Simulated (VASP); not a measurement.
# YI (P-3m1) in VASP: further runs

Runs on YI. Level: LDA. Tasks: single point.

All numbers are computed with VASP 6.6.1; they aren't measurements. Logs are shortened: lines on timing, memory, paths and dates and some standing lists are left out, and cuts for length are marked.

## 1. The cell of the first run

The structure is trigonal, space group P-3m1 (No. 164). Conventional cell: a = 3.513 Å, b = 3.513 Å, c = 9.838 Å, α = 90.00°, β = 90.00°, γ = 120.00°. Within 3.7 Å of Y (site symmetry 3m) lie 3 I at 2.78 Å and 9 Y at 3.21 to 3.51 Å. I (site symmetry 3m) has 3 Y at 2.78 Å and 6 I at 3.51 Å within 3.7 Å.

## 2. Single point, LDA, collinear spin, ferromagnetic start (volume scaled by 0.7)

File INCAR:

```
SYSTEM = YI
PREC     = Accurate       ! precision mode
ENCUT    = 520            ! plane-wave cutoff, eV
EDIFF    = 1E-6           ! SCF threshold, eV
ISMEAR   = -1             ! smearing method
SIGMA    = 0.05           ! smearing width, eV
LREAL    = .False.        ! projectors in reciprocal space
LASPH    = .True.         ! aspherical terms in the spheres
NELM     = 150            ! most SCF steps
ALGO     = Normal         ! electronic algorithm
ISIF     = 2              ! what is computed and relaxed
LWAVE    = .False.        ! write WAVECAR
LCHARG   = .False.        ! write CHGCAR
ISPIN    = 2              ! spin polarisation
MAGMOM   = 0.6 0.6 0 0    ! initial moments
LORBIT   = 11             ! projections on sites
LMAXMIX  = 4              ! l up to which the mixer works
NBANDS   = 30             ! bands
```

File KPOINTS:

```
regular mesh
0
Gamma
  7 7 3
  0 0 0
```

File POSCAR:

```
YI
1.0
    3.5125247683      0.0000000000      0.0000000000
   -1.7562623842      3.0419356808      0.0000000000
    0.0000000000      0.0000000000      9.8375110776
Y I
2 2
Direct
    0.6666666667      0.3333333333      0.6267270000
    0.3333333333      0.6666666667      0.3732730000
    0.3333333333      0.6666666667      0.8199750000
    0.6666666667      0.3333333333      0.1800250000
```

Potentials or basis: VASP PAW LDA potentials, release 64 (Y_sv, I).

Command:

```
$ cat potpaw_LDA.64/Y_sv/POTCAR potpaw_LDA.64/I/POTCAR > POTCAR
$ mpirun -np 1 vasp_std > vasp.out
```

OUTCAR:

```text
SYSTEM = YI
   PREC = Accurate
   ENCUT = 520
   EDIFF = 1E-6
   ISMEAR = -1
   LREAL = .False.
   LASPH = .True.
   NELM = 150
   ISIF = 2
   ISPIN = 2
   LORBIT = 11

 ion  position               nearest neighbor table
   1  0.667  0.333  0.627-   3 2.78   3 2.78   3 2.78   2 3.21   2 3.21   2 3.21
   2  0.333  0.667  0.373-   4 2.78   4 2.78   4 2.78   1 3.21   1 3.21   1 3.21
   3  0.333  0.667  0.820-   1 2.78   1 2.78   1 2.78
   4  0.667  0.333  0.180-   2 2.78   2 2.78   2 2.78

  LATTYP: Found a hexagonal cell.
 ALAT       =     3.5125247683
 C/A-ratio  =     2.8006951485

  Lattice vectors:

 A1 = (   3.5125247683,   0.0000000000,   0.0000000000)
 A2 = (  -1.7562623842,   3.0419356808,   0.0000000000)
 A3 = (   0.0000000000,   0.0000000000,   9.8375110776)

Analysis of symmetry for initial positions (statically):
=====================================================================
 Subroutine PRICEL returns:
 Original cell was already a primitive cell.

 Routine SETGRP: Setting up the symmetry group for a
 hexagonal supercell.

 Subroutine GETGRP returns: Found 12 space group operations
 (whereof 12 operations were pure point group operations)
 out of a pool of 24 trial point group operations.

The static configuration has the point symmetry D_3d.

Analysis of symmetry for dynamics (positions and initial velocities):
=====================================================================
 Subroutine PRICEL returns:
 Original cell was already a primitive cell.

 Routine SETGRP: Setting up the symmetry group for a
 hexagonal supercell.

 Subroutine GETGRP returns: Found 12 space group operations
 (whereof 12 operations were pure point group operations)
 out of a pool of 24 trial point group operations.

The dynamic configuration has the point symmetry D_3d.

Analysis of structural, dynamic, and magnetic symmetry:
=====================================================================
 Subroutine PRICEL returns:
 Original cell was already a primitive cell.

 Routine SETGRP: Setting up the symmetry group for a
 hexagonal supercell.

 Subroutine GETGRP returns: Found 12 space group operations
 (whereof 12 operations were pure point group operations)
 out of a pool of 24 trial point group operations.
[... 123 lines left out ...]
  Thomas-Fermi vector in A             =   2.282089
   LORBIT       =     11    0 simple, 1 ext, 2 COOP (PROOUT), +10 PAW based schemes
   GGA     = CA    functional components
   LHFCALC =     F    Hartree Fock is set to
   AEXX    =    0.0000 exact exchange contribution
   IVDW    =     0    specifies the selected vdW correction
   LEPSILON=     F    determine dielectric tensor
   LRPA    =     F    only Hartree local field effects (RPA)
 spin polarized calculation
  energy-cutoff  :      520.00
  volume of cell :      105.11
 maximum number of plane-waves:      2893
 NGX is ok and might be reduce to    28
   NGX = 13   NGY = 13   NGZ = 37

 number of electron      35.9999999 magnetization       0.0006601

 Free energy of the ion-electron system (eV)
  ---------------------------------------------------
  ext. energy  EPLUGINS =         0.00000000
  ---------------------------------------------------
  free energy    TOTEN  =       -19.88238180 eV

  energy without entropy =      -19.85620804  energy(sigma->0) =      -19.86929492

 E-fermi :   6.4028     XC(G=0): -10.3950

 val. band max:        6.3921263230   @ k =   0.4286   0.1429   0.0000
 cond. band min:       6.4081960456   @ k =   0.1429   0.0000   0.0000
 fundamental gap:      0.0160697226
 Fermi energy:         6.4027992968

 spin component 1

 k-point     1 :       0.0000    0.0000    0.0000
  band No.  band energies     occupation
      1     -35.3574      1.00000
      2     -35.2340      1.00000
      3     -16.1188      1.00000
      4     -15.4818      1.00000
      5     -15.3286      1.00000
      6     -15.3286      1.00000
[... 649 lines left out ...]
     29      13.5163      0.00000
     30      14.7477      0.00000
 Fermi energy:         6.4027992968

 spin component 2

 k-point     1 :       0.0000    0.0000    0.0000
  band No.  band energies     occupation
      1     -35.3573      1.00000
      2     -35.2339      1.00000
      3     -16.1187      1.00000
      4     -15.4818      1.00000
      5     -15.3285      1.00000
      6     -15.3285      1.00000
[... 649 lines left out ...]
     29      13.5164      0.00000
     30      14.7478      0.00000

------------------------ aborting loop because EDIFF is reached ----------------------------------------

  FORCE on cell =-STRESS in cart. coord.  units (eV):
  Direction    XX          YY          ZZ          XY          YZ          ZX
  --------------------------------------------------------------------------------------
  -------------------------------------------------------------------------------------
  Total       12.1545322     12.1545322     13.8387310     -0.0000000     -0.0000000      0.0000000
  in kB      185.2653382    185.2653382    210.9367218     -0.0000000     -0.0000000      0.0000000
  external PRESSURE =     193.8224661 kB  Pullay stress =       0.0000000 kB

 VOLUME and BASIS-vectors are now :
 -----------------------------------------------------------------------------
  energy-cutoff  :      520.00
  volume of cell :      105.11
      direct lattice vectors                 reciprocal lattice vectors
     3.512524768  0.000000000  0.000000000     0.284695501  0.164369024  0.000000000
    -1.756262384  3.041935681  0.000000000     0.000000000  0.328738049  0.000000000
     0.000000000  0.000000000  9.837511078     0.000000000  0.000000000  0.101651728

 POSITION                                       TOTAL-FORCE (eV/Angst)
 -----------------------------------------------------------------------------------
      1.75626      1.01398      6.16543         0.000000     -0.000000     -1.552033
     -0.00000      2.02796      3.67208        -0.000000      0.000000      1.552033
     -0.00000      2.02796      8.06651        -0.000000      0.000000      2.858968
      1.75626      1.01398      1.77100        -0.000000      0.000000     -2.858968
 -----------------------------------------------------------------------------------
    total drift:                                0.000000     -0.000000      0.000000

  FREE ENERGIE OF THE ION-ELECTRON SYSTEM (eV)
  ---------------------------------------------------
  free  energy   TOTEN  =       -19.8823818014 eV

  energy  without entropy=      -19.8562080367  energy(sigma->0) =      -19.86929492

 total charge

# of ion       s       p       d       f       tot
--------------------------------------------------
    1        2.256   6.485   1.327   0.051  10.119
    2        2.256   6.485   1.327   0.051  10.119
    3        1.521   2.885   0.061   0.000   4.467
    4        1.521   2.885   0.061   0.000   4.467
--------------------------------------------------
tot          7.554  18.741   2.776   0.101  29.172

 magnetization (x)

# of ion       s       p       d       f       tot
--------------------------------------------------
    1        0.000   0.000   0.000   0.000   0.000
    2        0.000   0.000   0.000   0.000   0.000
    3        0.000  -0.000   0.000   0.000   0.000
    4        0.000  -0.000   0.000   0.000   0.000
--------------------------------------------------
tot          0.000   0.000   0.000   0.000   0.000
```

OSZICAR:

```text
N       E                     dE             d eps       ncg     rms          rms(c)
DAV:   1     0.199094966639E+03    0.19909E+03   -0.16469E+04  2408   0.110E+03
DAV:   2    -0.367725191507E+01   -0.20277E+03   -0.19478E+03  2872   0.267E+02
DAV:   3    -0.194296045487E+02   -0.15752E+02   -0.15445E+02  3714   0.533E+01
DAV:   4    -0.207863327034E+02   -0.13567E+01   -0.13481E+01  3452   0.135E+01
DAV:   5    -0.208193359407E+02   -0.33003E-01   -0.32997E-01  3388   0.227E+00    0.611E+01
DAV:   6    -0.199797300875E+02    0.83961E+00   -0.12278E+00  2738   0.563E+00    0.337E+01
DAV:   7    -0.198709716543E+02    0.10876E+00   -0.84713E-01  2936   0.403E+00    0.564E+00
DAV:   8    -0.198825948734E+02   -0.11623E-01   -0.80808E-02  3080   0.131E+00    0.226E+00
DAV:   9    -0.198800377818E+02    0.25571E-02   -0.66958E-03  3276   0.445E-01    0.101E+00
DAV:  10    -0.198808747652E+02   -0.83698E-03   -0.29402E-03  2802   0.281E-01    0.513E-01
DAV:  11    -0.198818933513E+02   -0.10186E-02   -0.15481E-03  3192   0.195E-01    0.269E-01
DAV:  12    -0.198820983523E+02   -0.20500E-03   -0.15845E-04  3156   0.511E-02    0.113E-01
DAV:  13    -0.198822664517E+02   -0.16810E-03   -0.56107E-05  2908   0.316E-02    0.731E-02
DAV:  14    -0.198823495558E+02   -0.83104E-04   -0.27095E-05  2944   0.184E-02    0.436E-02
DAV:  15    -0.198823753578E+02   -0.25802E-04   -0.93176E-06  3000   0.114E-02    0.189E-02
DAV:  16    -0.198823811662E+02   -0.58084E-05   -0.30062E-06  2434   0.683E-03    0.679E-03
DAV:  17    -0.198823818014E+02   -0.63522E-06   -0.65903E-07  1654   0.330E-03
   1 F= -.19882382E+02 E0= -.19869295E+02  d E =-.261738E-01  mag=     0.0002
```

Run time: 67 s. Hardware: 1 thread of Intel Xeon 6975P-C (Granite Rapids), shared host; peak memory 0.27 GiB.

What came out:

* Free energy: -19.8824 eV
* Pressure: 19.4 GPa
* Largest force: 2.859 eV/Å
* Band gap on the k mesh: zero (filled and empty bands overlap)
* Net moment: 0.00 μB per cell
* Valence electrons inside the program's atomic spheres: Y 10.12; I 4.47

Forces in eV/Å, atoms in the order of the input:
```
Y    0.000  0.000 -1.552
Y    0.000  0.000  1.552
I    0.000  0.000  2.859
I    0.000  0.000 -2.859
```

Caveat: spin-orbit coupling is left out, which moves the levels of the heavy elements; forces of over 1 eV/Å act on the atoms, so gaps and moduli don't describe the material at rest.

## 3. Single point, LDA, collinear spin, ferromagnetic start (volume scaled by 0.76)

File INCAR:

```
PREC = Accurate ; ENCUT = 520
EDIFF = 1E-7 ; ISMEAR = -1
SIGMA = 0.05 ; LREAL = F
LASPH = T ; NELM = 150
ALGO = Normal ; ISIF = 2
LWAVE = F ; LCHARG = F
ISPIN = 2 ; MAGMOM = 0.6 0.6 0 0
LORBIT = 11 ; LMAXMIX = 4
GGA = CA ; NBANDS = 30
```

File KPOINTS:

```
regular mesh
0
Gamma
  7 7 3
```

File POSCAR:

```
YI
1.0
    3.6101444505      0.0000000000      0.0000000000
   -1.8050722252      3.1264768054      0.0000000000
    0.0000000000      0.0000000000     10.1109140478
Y I
2 2
Direct
    0.6666666667      0.3333333333      0.6267270000
    0.3333333333      0.6666666667      0.3732730000
    0.3333333333      0.6666666667      0.8199750000
    0.6666666667      0.3333333333      0.1800250000
```

Potentials or basis: VASP PAW LDA potentials, release 64 (Y_sv, I).

Command:

```
$ cat potpaw_LDA.64/Y_sv/POTCAR potpaw_LDA.64/I/POTCAR > POTCAR
$ mpirun -np 1 vasp_std > vasp.out
```

It took 78 s on 1 thread of Intel Xeon 6975P-C (Granite Rapids), shared host; peak memory 0.28 GiB.

The run converged. Its results:

```yaml
Free_energy: -20.7328 eV
Pressure: 11.3 GPa
Largest_force: 1.827 eV/Å
Band_gap_on_the_k_mesh: zero (filled and empty bands overlap)
Net_moment: 0.00 μB per cell
Valence_electrons_inside_the_program's_atomic_spheres: Y 9.90; I 4.43
```

Forces in eV/Å, atoms in the order of the input:
```
Y    0.000  0.000 -0.820
Y    0.000  0.000  0.820
I    0.000  0.000  1.827
I    0.000  0.000 -1.827
```

Stress tensor (GPa, compression positive):
```
10.59  0.00  0.00
 0.00 10.59  0.00
 0.00  0.00 12.78
```

Levels at points of the mesh, in eV from the Fermi level:
Spin up:
```csv
k point,band 16,band 17,band 18,band 19,band 20,band 21
"(0.00, 0.00, 0.00)",-1.59,-1.59,-0.07,1.67,1.67,1.70
```
Spin down:
| k point | band 14 | band 15 | band 16 | band 17 | band 18 | band 19 | band 20 | band 21 | band 22 | band 23 |
| --- | --- | --- | --- | --- | --- | --- | --- | --- | --- | --- |
| (0.00, 0.00, 0.00) | -1.64 | -1.62 | -1.59 | -1.59 | -0.07 | 1.67 | 1.67 | 1.70 | 2.34 | 2.34 |

Caveat: spin-orbit coupling is left out, which moves the levels of the heavy elements; forces of over 1 eV/Å act on the atoms, so gaps and moduli don't describe the material at rest.
